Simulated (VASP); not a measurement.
# Al (P6_3/mmc) in VASP: relaxation of shape and atoms at fixed volume with PBE+D3(BJ)

Aim: the relaxation of shape and atoms at fixed volume of Al with PBE+D3(BJ).

All numbers are computed with VASP 6.6.1; they aren't measurements. Logs are shortened: lines on timing, memory, paths and dates and some standing lists are left out, and cuts for length are marked.

## 1. The cell of the first run

Symmetry: P6_3/mmc, No. 194, hexagonal system. Conventional cell: a = 2.836 Å, b = 2.836 Å, c = 4.667 Å, α = 90.00°, β = 90.00°, γ = 120.00°. Within 3.7 Å of Al (site symmetry -6m2) lie 12 Al at 2.84 to 2.85 Å.

This isn't the form of Al at room conditions, which is fcc.

## 2. Relaxation of shape and atoms at fixed volume, PBE+D3(BJ) (16.25 Å³/atom)

File INCAR:

```
SYSTEM = Al
PREC     = Accurate       ! precision mode
ENCUT    = 600            ! plane-wave cutoff, eV
EDIFF    = 1E-6           ! SCF threshold, eV
ISMEAR   = -1             ! smearing method
SIGMA    = 0.15           ! smearing width, eV
LREAL    = .FALSE.        ! projectors in reciprocal space
LASPH    = .TRUE.         ! aspherical terms in the spheres
NELM     = 80             ! most SCF steps
ALGO     = Normal         ! electronic algorithm
ISIF     = 4              ! what is computed and relaxed
LWAVE    = .FALSE.        ! write WAVECAR
LCHARG   = .FALSE.        ! write CHGCAR
GGA      = PE             ! functional
IVDW     = 12             ! dispersion correction
IBRION   = 2              ! ionic algorithm
NSW      = 80             ! ionic steps
EDIFFG   = -0.001         ! ionic threshold
```

File KPOINTS:

```
Automatic mesh
0
G
  18 18 10
  0 0 0
```

File POSCAR:

```
Al
1.0
    2.8356239480      0.0000000000      0.0000000000
   -1.4178119740      2.4557223746      0.0000000000
    0.0000000000      0.0000000000      4.6673040288
Al
2
Direct
    0.6666666667      0.3333333333      0.7500000000
    0.3333333333      0.6666666667      0.2500000000
```

Potentials or basis: VASP PAW PBE potentials, release 64 (Al).

Command:

```
$ cat potpaw_PBE.64/Al/POTCAR > POTCAR
$ mpirun -np 1 vasp_std > vasp.out
```

OUTCAR:

```text
SYSTEM = Al
   PREC = Accurate
   ENCUT = 600
   EDIFF = 1E-6
   ISMEAR = -1
   LREAL = .FALSE.
   LASPH = .TRUE.
   NELM = 80
   ISIF = 4
   GGA = PE
   IVDW = 12
   IBRION = 2
   NSW = 80
   EDIFFG = -0.001
 IVDW          = 12

 ion  position               nearest neighbor table
   1  0.667  0.333  0.750-   2 2.85   2 2.85   2 2.85   2 2.85   2 2.85   2 2.85
   2  0.333  0.667  0.250-   1 2.85   1 2.85   1 2.85   1 2.85   1 2.85   1 2.85

  LATTYP: Found a hexagonal cell.
 ALAT       =     2.8356239480
 C/A-ratio  =     1.6459531004

  Lattice vectors:

 A1 = (   2.8356239480,   0.0000000000,   0.0000000000)
 A2 = (  -1.4178119740,   2.4557223746,   0.0000000000)
 A3 = (   0.0000000000,   0.0000000000,   4.6673040288)

Analysis of symmetry for initial positions (statically):
=====================================================================
 Subroutine PRICEL returns:
 Original cell was already a primitive cell.

 Routine SETGRP: Setting up the symmetry group for a
 hexagonal supercell.

 Subroutine GETGRP returns: Found 24 space group operations
 (whereof 12 operations were pure point group operations)
 out of a pool of 24 trial point group operations.

The static configuration has the point symmetry D_3d.
 The point group associated with its full space group is D_6h.

Analysis of symmetry for dynamics (positions and initial velocities):
=====================================================================
 Subroutine PRICEL returns:
 Original cell was already a primitive cell.

 Routine SETGRP: Setting up the symmetry group for a
 hexagonal supercell.

 Subroutine GETGRP returns: Found 24 space group operations
 (whereof 12 operations were pure point group operations)
 out of a pool of 24 trial point group operations.

The dynamic configuration has the point symmetry D_3d.
 The point group associated with its full space group is D_6h.

 Subroutine INISYM returns: Found 24 space group operations
 (whereof 12 operations are pure point group operations),
 and found     1 'primitive' translations

----------------------------------------------------------------------------------------

                                     Primitive cell

  volume of cell :      32.5008

  direct lattice vectors                    reciprocal lattice vectors
     2.835623948  0.000000000  0.000000000     0.352656071  0.203606077  0.000000000
    -1.417811974  2.455722375  0.000000000     0.000000000  0.407212155  0.000000000
     0.000000000  0.000000000  4.667304029     0.000000000  0.000000000  0.214256452

  length of vectors
     2.835623948  2.835623948  4.667304029     0.407212155  0.407212155  0.214256452

  position of ions in fractional coordinates (direct lattice)
     0.666666667  0.333333333  0.750000000
     0.333333333  0.666666667  0.250000000

  ion indices of the primitive-cell ions
   primitive index   ion index
                 1           1
                 2           2

----------------------------------------------------------------------------------------

 KPOINTS: Automatic mesh

Automatic generation of k-mesh.
 Grid dimensions read from file:
 generate k-points for:   18   18   10

 Generating k-lattice:

  Cartesian coordinates                     Fractional coordinates (reciprocal lattice)
     0.019592004  0.011311449  0.000000000     0.055555556  0.000000000  0.000000000
     0.000000000  0.022622897  0.000000000     0.000000000  0.055555556  0.000000000
     0.000000000  0.000000000  0.021425645     0.000000000  0.000000000  0.100000000

  Length of vectors
     0.022622897  0.022622897  0.021425645

  Shift w.r.t. Gamma in fractional coordinates (k-lattice)
     0.000000000  0.000000000  0.000000000

 Subroutine IBZKPT returns following result:
 ===========================================

 Found    222 irreducible k-points:

 Following reciprocal coordinates:
            Coordinates               Weight
  0.000000  0.000000  0.000000      1.000000
  0.055556  0.000000  0.000000      6.000000
  0.111111  0.000000  0.000000      6.000000
  0.166667  0.000000  0.000000      6.000000
  0.222222  0.000000  0.000000      6.000000
  0.277778  0.000000  0.000000      6.000000
[... 16 lines left out ...]
  0.333333  0.111111  0.000000     12.000000
  0.388889  0.111111  0.000000     12.000000
 [... further k-points ...]
   k-points           NKPTS =    222   k-points in BZ     NKDIM =    222   number of bands    NBANDS=      7
   number of dos      NEDOS =    301   number of ions     NIONS =      2
   total plane-waves  NPLWV =  23040
   dimension x,y,z NGX =    24 NGY =   24 NGZ =   40
   dimension x,y,z NGXF=    48 NGYF=   48 NGZF=   80
   ions per type =               2
   NGX,Y,Z   is equivalent  to a cutoff of  14.07, 14.07, 14.25 a.u.
   NGXF,Y,Z  is equivalent  to a cutoff of  28.14, 28.14, 28.50 a.u.
 SYSTEM =  Al
   PREC   = accura    normal or accurate (medium, high low for compatibility)
   ISTART =      0    job   : 0-new  1-cont  2-samecut
   ICHARG =      2    charge: 1-file 2-atom 10-const
   ISPIN  =      1    spin polarized calculation?
   LNONCOLLINEAR =      F non collinear calculations
   LSORBIT =      F    spin-orbit coupling
   LASPH  =      T    aspherical Exc in radial PAW
   ENCUT  =  600.0 eV  44.10 Ry    6.64 a.u.   5.66  5.66  9.32*2*pi/ulx,y,z
   NELM   =     80;   NELMIN=  2; NELMDL= -5     # of ELM steps
   EDIFF  = 0.1E-05   stopping-criterion for ELM
   LREAL  =      F    real-space projection
   EDIFFG = -.1E-02   stopping-criterion for IOM
   NSW    =     80    number of steps for IOM
   IBRION =      2    ionic relax: 0-MD 1-quasi-New 2-CG
   NFREE  =      1    steps in history (QN), initial steepest desc. (CG)
   ISIF   =      4    stress and relaxation
   ISYM   =      2    0-nonsym 1-usesym 2-fastsym
   POTIM  = 0.5000    time-step for ionic-motion
   TEBEG  =    0.0;   TEEND  =   0.0 temperature during run
   PSTRESS=    0.0 pullay stress
   NELECT =       6.0000    total number of electrons
   NUPDOWN=      -1.0000    fix difference up-down
   EMIN   =  10.00;   EMAX   =-10.00  energy-range for DOS
   EFERMI =   0.00;   METHOD = LEGACY
   ISMEAR =    -1;   SIGMA  =   0.15  broadening in eV -4-tet -1-fermi 0-gaus
   EFERMI_NEDOS =   21; number of points for ismear=-14 and -15
   IALGO  =     38    algorithm
   IMIX   =      4    mixing-type and parameters
     AMIX     =   0.40;   BMIX     =  1.00
     AMIX_MAG =   1.60;   BMIX_MAG =  1.00
  volume/ion in A,a.u.               =      16.25       109.66
  Fermi-wavevector in a.u.,A,eV,Ry     =   0.932167  1.761541 11.822593  0.868936
  Thomas-Fermi vector in A             =   2.058737
   LORBIT       =      0    0 simple, 1 ext, 2 COOP (PROOUT), +10 PAW based schemes
   GGA     = PE    functional components
   LHFCALC =     F    Hartree Fock is set to
   AEXX    =    0.0000 exact exchange contribution
   IVDW    =    12    specifies the selected vdW correction
   LEPSILON=     F    determine dielectric tensor
   LRPA    =     F    only Hartree local field effects (RPA)
 conjugate gradient relaxation of ions
 non-spin polarized calculation
  energy-cutoff  :      600.00
  volume of cell :       32.50
 maximum number of plane-waves:      1105
 NGX is ok and might be reduce to    24
   NGX = 11   NGY = 11   NGZ = 19

--------------------------------------- Ionic step        1  -------------------------------------------

 number of electron       6.0000000 magnetization

 Free energy of the ion-electron system (eV)
  ---------------------------------------------------
  ext. energy  EPLUGINS =         0.00000000
  ---------------------------------------------------
  free energy    TOTEN  =        -7.45228283 eV

  energy without entropy =       -7.38851636  energy(sigma->0) =       -7.42039960

------------------------ aborting loop because EDIFF is reached ----------------------------------------

 Edisp (eV)   -0.68328

 E8    (eV) :    -0.3056

  FORCE on cell =-STRESS in cart. coord.  units (eV):
  Direction    XX          YY          ZZ          XY          YZ          ZX
  --------------------------------------------------------------------------------------
  -------------------------------------------------------------------------------------
  Total      -0.32435    -0.32435    -0.31720     0.00000     0.00000     0.00000
  in kB     -15.98938   -15.98938   -15.63677     0.00000     0.00000     0.00000
  external pressure =      -15.87 kB  Pullay stress =        0.00 kB
[... 141 lines left out ...]
  energy  without entropy=       -8.0717356491  energy(sigma->0) =       -8.10364741

--------------------------------------- Ionic step        5  -------------------------------------------

 number of electron       6.0000000 magnetization

 Free energy of the ion-electron system (eV)
  ---------------------------------------------------
  ext. energy  EPLUGINS =         0.00000000
  ---------------------------------------------------
  free energy    TOTEN  =        -7.45228253 eV

  energy without entropy =       -7.38848263  energy(sigma->0) =       -7.42038258

 E-fermi :   8.1580     XC(G=0): -10.2535

 val. band max:        8.1483043758   @ k =   0.3333   0.2222   0.1000
 cond. band min:       8.1648230489   @ k =   0.3333   0.1667   0.0000
 fundamental gap:      0.0165186731
 Fermi energy:         8.1580113097

 k-point     1 :       0.0000    0.0000    0.0000
  band No.  band energies     occupation
      1      -3.0827      2.00000
      2       3.4613      2.00000
      3       3.6466      2.00000
      4      19.0021      0.00000
      5      19.0021      0.00000
      6      19.3416      0.00000
      7      19.3416      0.00000
[... 221 lines left out ...]
 k-point    24 :       0.3889    0.1111    0.0000
  band No.  band energies     occupation
      1       1.8997      2.00000
      2       4.4834      2.00000
      3       8.1313      1.08891
      4       8.5318      0.15284
      5      10.4680      0.00000
      6      10.8135      0.00000
      7      11.9866      0.00000

 [... further k-points ...]

------------------------ aborting loop because EDIFF is reached ----------------------------------------

 Edisp (eV)   -0.68328

 E8    (eV) :    -0.3056

  FORCE on cell =-STRESS in cart. coord.  units (eV):
  Direction    XX          YY          ZZ          XY          YZ          ZX
  --------------------------------------------------------------------------------------
  -------------------------------------------------------------------------------------
  Total      -0.32116    -0.32116    -0.32293     0.00000    -0.00000     0.00000
  in kB     -15.83210   -15.83210   -15.91944     0.00000    -0.00000     0.00000
  external pressure =      -15.86 kB  Pullay stress =        0.00 kB
[... 17 lines left out ...]
  FREE ENERGIE OF THE ION-ELECTRON SYSTEM (eV)
  ---------------------------------------------------
  free  energy   TOTEN  =        -8.1355620985 eV

  energy  without entropy=       -8.0717622012  energy(sigma->0) =       -8.10366215

 reached required accuracy - stopping structural energy minimisation
```

Run time: 31 s. Hardware: 1 thread of Intel Xeon 6975P-C (Granite Rapids), shared host; peak memory 0.2 GiB.

Results:

```
Free energy                : -8.1356 eV
Energy gained by relaxing  : 0.0 meV/atom
Ionic steps                : 5
Pressure after relaxing    : -1.6 GPa
Band gap on the k mesh     : zero (bands 3 and 4 overlap by 7.33 eV)
Dispersion energy per atom : -0.342 eV
```

Final structure:
```
CELL_PARAMETERS angstrom
2.83472 0.00000 0.00000
-1.41736 2.45494 0.00000
0.00000 0.00000 4.67029
ATOMIC_POSITIONS crystal
Al 0.66667 0.33333 0.75000
Al 0.33333 0.66667 0.25000
```

Levels at points of the mesh, in eV from the Fermi level:
| k point | band 1 | band 2 | band 3 | band 4 | band 5 | band 6 |
| --- | --- | --- | --- | --- | --- | --- |
| (0.00, 0.00, 0.00) | -11.24 | -4.70 | -4.51 | 10.84 | 10.84 | 11.18 |
| (0.50, 0.00, 0.00) | -5.32 | -5.16 | 0.60 | 1.08 | 1.47 | 1.74 |
| (0.00, 0.00, 0.50) | -9.55 | -9.55 | 3.31 | 3.31 | 12.03 | 12.03 |
| (0.50, 0.00, 0.50) | -3.96 | -3.96 | -3.22 | -3.22 | 7.22 | 7.22 |
